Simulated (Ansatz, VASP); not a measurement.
## Ti in VASP and in Ansatz

File INCAR:

```
ALGO = Normal
EDIFF = 1E-6
ENCUT = 520
GGA = CA
ISIF = 2
ISMEAR = -1
LASPH = True
LCHARG = False
LREAL = False
LWAVE = False
NBANDS = 12
NELM = 80
PREC = Accurate
SIGMA = 0.05
```

KPOINTS

```
k-points
0
Gamma
  14 14 14
```

POSCAR

```
Ti
1.0
    0.0000000000      2.0434441004      2.0434441004
    2.0434441004      0.0000000000      2.0434441004
    2.0434441004      2.0434441004      0.0000000000
Ti
1
Direct
    0.0000000000      0.0000000000      0.0000000000
```

Input for Ansatz:

```yaml
crystal:
  lattice:
    - [0.0, 2.0434441004, 2.0434441004]
    - [2.0434441004, 0.0, 2.0434441004]
    - [2.0434441004, 2.0434441004, 0.0]
  atoms:
    - { symbol: Ti, position: [0.0, 0.0, 0.0] }
kpoints:
  mp_grid: { grid: [14, 14, 14] }
  band_path:
    path:
      - [0.0, 0.0, 0.0]
      - [0.5, 0.0, 0.5]
      - [0.625, 0.25, 0.625]
      - [0.375, 0.375, 0.75]
      - [0.0, 0.0, 0.0]
      - [0.5, 0.5, 0.5]
      - [0.5, 0.25, 0.75]
      - [0.5, 0.0, 0.5]
    npoints: 5
scf:
  occupations: { method: fermi_dirac, width: 0.05 }
hamiltonian:
  xc: lda
  pseudopotentials: { kind: all_electron, lapw: { basis_error: 0.00025 } }
output:
  forces: true
  stress: true
  eigenvalues: true
```

Change from the starting cell: volume scaled by 1.02.

Alike in both runs: task single point; functional LDA; k mesh 14 × 14 × 14; occupations fermi-dirac, width 0.05 eV; no spin polarisation.

|  | VASP | Ansatz |
| --- | --- | --- |
| version | VASP 6.6.1 | Ansatz 0.2.0 |
| potentials or method | VASP PAW LDA potentials, release 64 (Ti_sv), cutoff 520 eV | all-electron LAPW, scalar-relativistic |

Ansatz gave:

| Item | Value |
| --- | --- |
| pressure (GPa) | -6.9 |

Problem. Estimate VASP's values.

Solution. Pressure (GPa): -7.0.

LDA's correlation is that of Perdew and Zunger in VASP and of Perdew and Wang (1992) in Ansatz. Ansatz ran all-electron here, and VASP with PAW potentials.
